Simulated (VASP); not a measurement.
Here is a VASP 6.6.1 calculation.

Contents of POSCAR:

```
NaI
1.0
    0.0000000000      3.2968610500      3.2968610500
    3.2968610500      0.0000000000      3.2968610500
    3.2968610500      3.2968610500      0.0000000000
Na I
1 1
Direct
    0.0000000000      0.0000000000      0.0000000000
    0.5000000000      0.5000000000      0.5000000000
```

File INCAR.step1:

```
PREC = Accurate
ENCUT = 520
ISMEAR = -1
SIGMA = 0.02
LREAL = False
LASPH = True
NELM = 100
GGA = PE
ALGO = Normal
EDIFF = 1E-4
LWAVE = True
LCHARG = False
```

INCAR.step2

```
PREC = Accurate
ENCUT = 520
EDIFF = 1E-6
ISMEAR = -1
SIGMA = 0.02
LREAL = False
LASPH = True
NELM = 100
ALGO = Normal
ISIF = 2
LWAVE = False
LCHARG = False
METAGGA = R2SCAN
LMIXTAU = True
IBRION = 2
NSW = 50
EDIFFG = -0.01
ISTART = 1
```

The input KPOINTS:

```
Automatic mesh
0
Gamma
  8 8 8
```

Potentials or basis: VASP PAW PBE potentials, release 64 (Na_pv, I).

Launch:

```bash
$ cat potpaw_PBE.64/Na_pv/POTCAR potpaw_PBE.64/I/POTCAR > POTCAR
$ cp INCAR.step1 INCAR
$ mpirun -np 1 vasp_std > vasp.out
$ cp INCAR.step2 INCAR
$ mpirun -np 1 vasp_std > vasp.out
```

What does it give for the band gap on the k mesh?

4.28 eV.

Final structure:
```xyz
2
Lattice="0.0000 3.2969 3.2969 3.2969 0.0000 3.2969 3.2969 3.2969 0.0000" Properties=species:S:1:pos:R:3 pbc="T T T"
Na    0.0000    0.0000    0.0000
I     3.2969    3.2969    3.2969
```

Caveat: the relaxation stopped at its first step, so nothing moved; spin-orbit coupling is left out, which moves the levels of the heavy elements. A k mesh can miss the band edges.
